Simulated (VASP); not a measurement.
# CoH (I4mm) in VASP: single point with r2SCAN

Aim: the single point of CoH with r2SCAN.

All numbers are computed with VASP 6.6.1; they aren't measurements. Logs are shortened: lines on timing, memory, paths and dates and some standing lists are left out, and cuts for length are marked.

## (1) The cell of the first run

The structure is tetragonal, space group I4mm (No. 107). The conventional cell has a = 2.606 Å, b = 2.606 Å, c = 3.686 Å, α = 90.00°, β = 90.00°, γ = 90.00°. Co (site symmetry 4mm) has 6 H at 1.62 to 2.06 Å within 2.2 Å. Within 2.2 Å of H (site symmetry 4mm) lie 6 Co at 1.62 to 2.06 Å.

## (2) Single point, r2SCAN, collinear spin, ferromagnetic start (shortest bond scaled by 1.12)

Input file POSCAR:

```
CoH
1.0
    0.0000000000      1.8429617100      1.8429617100
    1.8429617100      0.0000000000      1.8429617100
    1.8429617100      1.8429617100      0.0000000000
Co H
1 1
Direct
    0.0300000000      0.0300000000     -0.0300000000
    0.4700000000      0.4700000000      0.5300000000
```

Input file INCAR.step1:

```
ALGO     = Normal         # electronic algorithm
EDIFF    = 1E-4           # SCF threshold, eV
ENCUT    = 520            # plane-wave cutoff, eV
GGA      = PE             # functional
ISMEAR   = -1             # smearing method
ISPIN    = 2              # spin polarisation
LASPH    = T              # aspherical terms in the spheres
LCHARG   = F              # write CHGCAR
LMAXMIX  = 4              # l up to which the mixer works
LREAL    = F              # projectors in reciprocal space
LWAVE    = T              # write WAVECAR
MAGMOM   = 2 0            # initial moments
NBANDS   = 16             # bands
NELM     = 150            # most SCF steps
PREC     = Accurate       # precision mode
SIGMA    = 0.05           # smearing width, eV
```

Input file INCAR.step2:

```
ALGO     = Normal         # electronic algorithm
EDIFF    = 1E-6           # SCF threshold, eV
ENCUT    = 520            # plane-wave cutoff, eV
ISIF     = 2              # what is computed and relaxed
ISMEAR   = -1             # smearing method
ISPIN    = 2              # spin polarisation
ISTART   = 1            
LASPH    = T              # aspherical terms in the spheres
LCHARG   = F              # write CHGCAR
LMAXMIX  = 4              # l up to which the mixer works
LMIXTAU  = T            
LORBIT   = 11             # projections on sites
LREAL    = F              # projectors in reciprocal space
LWAVE    = F              # write WAVECAR
MAGMOM   = 2 0            # initial moments
METAGGA  = R2SCAN         # meta-GGA
NBANDS   = 16             # bands
NELM     = 150            # most SCF steps
PREC     = Accurate       # precision mode
SIGMA    = 0.05           # smearing width, eV
```

Input file KPOINTS:

```
k-points
0
Gamma
  13 13 13
```

Potentials or basis: VASP PAW PBE potentials, release 64 (Co, H).

Run with:

```sh
> cat potpaw_PBE.64/Co/POTCAR potpaw_PBE.64/H/POTCAR > POTCAR
> cp INCAR.step1 INCAR
> mpirun -np 1 vasp_std > vasp.out
> cp INCAR.step2 INCAR
> mpirun -np 1 vasp_std > vasp.out
```

OUTCAR:

```text
EDIFF = 1E-6
   ENCUT = 520
   ISIF = 2
   ISMEAR = -1
   ISPIN = 2
   ISTART = 1
   LASPH = T
   LORBIT = 11
   LREAL = F
   METAGGA = R2SCAN
   NELM = 150
   PREC = Accurate

 ion  position               nearest neighbor table
   1  0.030  0.030  0.970-   2 1.62   2 1.86   2 1.86   2 1.86   2 1.86
   2  0.470  0.470  0.530-   1 1.62   1 1.86   1 1.86   1 1.86   1 1.86

  LATTYP: Found a face centered cubic cell.
 ALAT       =     3.6859234200

  Lattice vectors:

 A1 = (   0.0000000000,   1.8429617100,   1.8429617100)
 A2 = (   1.8429617100,   0.0000000000,   1.8429617100)
 A3 = (   1.8429617100,   1.8429617100,   0.0000000000)

Analysis of symmetry for initial positions (statically):
=====================================================================
 Subroutine PRICEL returns:
 Original cell was already a primitive cell.

 Routine SETGRP: Setting up the symmetry group for a
 face centered cubic supercell.

 Subroutine GETGRP returns: Found  8 space group operations
 (whereof  8 operations were pure point group operations)
 out of a pool of 48 trial point group operations.

The static configuration has the point symmetry C_4v.

Analysis of symmetry for dynamics (positions and initial velocities):
=====================================================================
 Subroutine PRICEL returns:
 Original cell was already a primitive cell.

 Routine SETGRP: Setting up the symmetry group for a
 face centered cubic supercell.

 Subroutine GETGRP returns: Found  8 space group operations
 (whereof  8 operations were pure point group operations)
 out of a pool of 48 trial point group operations.

The dynamic configuration has the point symmetry C_4v.

Analysis of structural, dynamic, and magnetic symmetry:
=====================================================================
 Subroutine PRICEL returns:
 Original cell was already a primitive cell.

 Routine SETGRP: Setting up the symmetry group for a
 face centered cubic supercell.

 Subroutine GETGRP returns: Found  8 space group operations
 (whereof  8 operations were pure point group operations)
 out of a pool of 48 trial point group operations.

The overall configuration has the point symmetry C_4v.

 Subroutine INISYM returns: Found  8 space group operations
 (whereof  8 operations are pure point group operations),
 and found     1 'primitive' translations

----------------------------------------------------------------------------------------

                                     Primitive cell

  volume of cell :      12.5193

  direct lattice vectors                    reciprocal lattice vectors
     0.000000000  1.842961710  1.842961710    -0.271302435  0.271302435  0.271302435
     1.842961710  0.000000000  1.842961710     0.271302435 -0.271302435  0.271302435
     1.842961710  1.842961710  0.000000000     0.271302435  0.271302435 -0.271302435

  length of vectors
     2.606341445  2.606341445  2.606341445     0.469909602  0.469909602  0.469909602

  position of ions in fractional coordinates (direct lattice)
     0.030000000  0.030000000  0.970000000
     0.470000000  0.470000000  0.530000000

  ion indices of the primitive-cell ions
   primitive index   ion index
                 1           1
                 2           2

----------------------------------------------------------------------------------------

 KPOINTS: k-points

Automatic generation of k-mesh.
 Grid dimensions read from file:
 generate k-points for:   13   13   13

 Generating k-lattice:

  Cartesian coordinates                     Fractional coordinates (reciprocal lattice)
    -0.020869418  0.020869418  0.020869418     0.076923077  0.000000000  0.000000000
     0.020869418 -0.020869418  0.020869418     0.000000000  0.076923077  0.000000000
     0.020869418  0.020869418 -0.020869418     0.000000000  0.000000000  0.076923077

  Length of vectors
     0.036146892  0.036146892  0.036146892

  Shift w.r.t. Gamma in fractional coordinates (k-lattice)
     0.000000000  0.000000000  0.000000000

 Subroutine IBZKPT returns following result:
 ===========================================

 Found    196 irreducible k-points:

 Following reciprocal coordinates:
            Coordinates               Weight
  0.000000  0.000000  0.000000      1.000000
  0.076923  0.000000  0.000000      8.000000
  0.153846  0.000000  0.000000      8.000000
  0.230769  0.000000  0.000000      8.000000
  0.307692  0.000000  0.000000      8.000000
  0.384615  0.000000  0.000000      8.000000
[... 16 lines left out ...]
  0.000000 -0.384615  0.076923     16.000000
 -0.307692  0.076923  0.000000      8.000000
 [... further k-points ...]
   k-points           NKPTS =    196   k-points in BZ     NKDIM =    196   number of bands    NBANDS=     16
   number of dos      NEDOS =    301   number of ions     NIONS =      2
   total plane-waves  NPLWV =   8000
   dimension x,y,z NGX =    20 NGY =   20 NGZ =   20
   dimension x,y,z NGXF=    40 NGYF=   40 NGZF=   40
   ions per type =               1   1
   NGX,Y,Z   is equivalent  to a cutoff of  12.76, 12.76, 12.76 a.u.
   NGXF,Y,Z  is equivalent  to a cutoff of  25.51, 25.51, 25.51 a.u.
 SYSTEM =  unknown system
   PREC   = accura    normal or accurate (medium, high low for compatibility)
   ISTART =      1    job   : 0-new  1-cont  2-samecut
   ICHARG =      0    charge: 1-file 2-atom 10-const
   ISPIN  =      2    spin polarized calculation?
   LNONCOLLINEAR =      F non collinear calculations
   LSORBIT =      F    spin-orbit coupling
   LASPH  =      T    aspherical Exc in radial PAW
   ENCUT  =  520.0 eV  38.22 Ry    6.18 a.u.   4.85  4.85  4.85*2*pi/ulx,y,z
   NELM   =    150;   NELMIN=  2; NELMDL=  0     # of ELM steps
   EDIFF  = 0.1E-05   stopping-criterion for ELM
   LREAL  =      F    real-space projection
   EDIFFG = 0.1E-04   stopping-criterion for IOM
   NSW    =      0    number of steps for IOM
   IBRION =     -1    ionic relax: 0-MD 1-quasi-New 2-CG
   NFREE  =      0    steps in history (QN), initial steepest desc. (CG)
   ISIF   =      2    stress and relaxation
   ISYM   =      2    0-nonsym 1-usesym 2-fastsym
   POTIM  = 0.5000    time-step for ionic-motion
   TEBEG  =    0.0;   TEEND  =   0.0 temperature during run
   PSTRESS=    0.0 pullay stress
   NELECT =      10.0000    total number of electrons
   NUPDOWN=      -1.0000    fix difference up-down
   EMIN   =  10.00;   EMAX   =-10.00  energy-range for DOS
   EFERMI =   0.00;   METHOD = LEGACY
   ISMEAR =    -1;   SIGMA  =   0.05  broadening in eV -4-tet -1-fermi 0-gaus
   EFERMI_NEDOS =   21; number of points for ismear=-14 and -15
   IALGO  =     38    algorithm
   IMIX   =      4    mixing-type and parameters
     AMIX     =   0.40;   BMIX     =  1.00
     AMIX_MAG =   1.60;   BMIX_MAG =  1.00
  volume/ion in A,a.u.               =       6.26        42.24
  Fermi-wavevector in a.u.,A,eV,Ry     =   1.518968  2.870433 31.392214  2.307263
  Thomas-Fermi vector in A             =   2.628017
   LORBIT       =     11    0 simple, 1 ext, 2 COOP (PROOUT), +10 PAW based schemes
   METAGGA = R2SCAN    functional components
   LHFCALC =     F    Hartree Fock is set to
   AEXX    =    0.0000 exact exchange contribution
   IVDW    =     0    specifies the selected vdW correction
   LEPSILON=     F    determine dielectric tensor
   LRPA    =     F    only Hartree local field effects (RPA)
 spin polarized calculation
  energy-cutoff  :      520.00
  volume of cell :       12.52
 maximum number of plane-waves:       343
   NGX =  9   NGY =  9   NGZ =  9

 number of electron       9.9999998 magnetization       1.4166497

 Free energy of the ion-electron system (eV)
  ---------------------------------------------------
  ext. energy  EPLUGINS =         0.00000000
  ---------------------------------------------------
  free energy    TOTEN  =       -16.47369292 eV

  energy without entropy =      -16.46630729  energy(sigma->0) =      -16.47000011

 E-fermi :  10.3298     XC(G=0): -14.5727

 val. band max:       10.3211156837   @ k =   0.3077   0.0769  -0.4615
 cond. band min:      10.3310221139   @ k =   0.0000   0.3846   0.3846
 fundamental gap:      0.0099064302
 Fermi energy:        10.3298471125

 spin component 1

 k-point     1 :       0.0000    0.0000    0.0000
  band No.  band energies     occupation
      1      -2.8128      1.00000
      2       6.8501      1.00000
      3       6.8501      1.00000
      4       6.8958      1.00000
      5       8.1097      1.00000
      6       8.1748      1.00000
[... 8 lines left out ...]
     15      42.8308      0.00000
     16      46.3461      0.00000
[... 419 lines left out ...]
 k-point    24 :      -0.3077    0.0769    0.0000
  band No.  band energies     occupation
      1       0.7184      1.00000
      2       5.7740      1.00000
      3       6.9227      1.00000
      4       7.0726      1.00000
      5       8.1980      1.00000
      6       8.6485      1.00000
[... 8 lines left out ...]
     15      44.3269      0.00000
     16      46.4555      0.00000

 [... further k-points ...]

 spin component 2

 k-point     1 :       0.0000    0.0000    0.0000
  band No.  band energies     occupation
      1      -3.1279      1.00000
      2       9.1696      1.00000
      3       9.1696      1.00000
      4       9.2394      1.00000
      5       9.6254      1.00000
      6       9.7419      0.99999
[... 8 lines left out ...]
     15      47.4843      0.00000
     16      47.4849      0.00000
[... 419 lines left out ...]
 k-point    24 :      -0.3077    0.0769    0.0000
  band No.  band energies     occupation
      1       0.5166      1.00000
      2       7.2966      1.00000
      3       8.6824      1.00000
      4       8.7941      1.00000
      5      10.4126      0.16055
      6      10.7888      0.00010
[... 8 lines left out ...]
     15      46.2435      0.00000
     16      49.8026      0.00000

 [... further k-points ...]
[... 5 lines left out ...]
  --------------------------------------------------------------------------------------
  -------------------------------------------------------------------------------------
  Total        0.0014295      0.0014295      0.7245243     -0.0000000     -0.0000000      0.0000000
  in kB        0.1829455      0.1829455     92.7223814     -0.0000000     -0.0000000      0.0000000
  external PRESSURE =      31.0294242 kB  Pullay stress =       0.0000000 kB

 VOLUME and BASIS-vectors are now :
 -----------------------------------------------------------------------------
  energy-cutoff  :      520.00
  volume of cell :       12.52
      direct lattice vectors                 reciprocal lattice vectors
     0.000000000  1.842961710  1.842961710    -0.271302435  0.271302435  0.271302435
     1.842961710  0.000000000  1.842961710     0.271302435 -0.271302435  0.271302435
     1.842961710  1.842961710  0.000000000     0.271302435  0.271302435 -0.271302435

 POSITION                                       TOTAL-FORCE (eV/Angst)
 -----------------------------------------------------------------------------------
      1.84296      1.84296      0.11058         0.000000      0.000000     -0.609228
      1.84296      1.84296      1.73238         0.000000      0.000000      0.609228
 -----------------------------------------------------------------------------------
    total drift:                               -0.000025     -0.000025      0.000632

  FREE ENERGIE OF THE ION-ELECTRON SYSTEM (eV)
  ---------------------------------------------------
  free  energy   TOTEN  =       -16.4736929234 eV

  energy  without entropy=      -16.4663072893  energy(sigma->0) =      -16.47000011

 total charge

# of ion       s       p       d       tot
------------------------------------------
    1        0.424   0.586   7.407   8.417
    2        0.525   0.044   0.000   0.569
--------------------------------------------------
tot          0.949   0.631   7.407   8.987

 magnetization (x)

# of ion       s       p       d       tot
------------------------------------------
    1       -0.011  -0.032   1.530   1.487
    2       -0.001  -0.006   0.000  -0.007
--------------------------------------------------
tot         -0.012  -0.038   1.530   1.480
```

Run time: 7.8 min. Hardware: 1 thread of Intel Xeon Platinum 8259CL at 2.50GHz (Skylake/Cascade Lake), shared host; peak memory 0.18 GiB.

Results:

```
Free energy                                           : -16.4737 eV
Pressure                                              : 3.1 GPa
Largest force                                         : 0.609 eV/Å
Net moment                                            : 1.42 μB per cell
Site moments                                          : Co +1.49; H -0.01 μB
Valence electrons inside the program's atomic spheres : Co 8.42; H 0.57
```

Forces in eV/Å, atoms in the order of the input:
```
Co   0.000  0.000 -0.609
H    0.000  0.000  0.609
```

Stress tensor (GPa, compression positive):
```
0.02 0.00 0.00
0.00 0.02 0.00
0.00 0.00 9.27
```

Caveat: the cell differs from its parent crystal (shortest bond scaled by 1.12); the PAW data sets were made with another functional, which shifts forces and pressure a little.
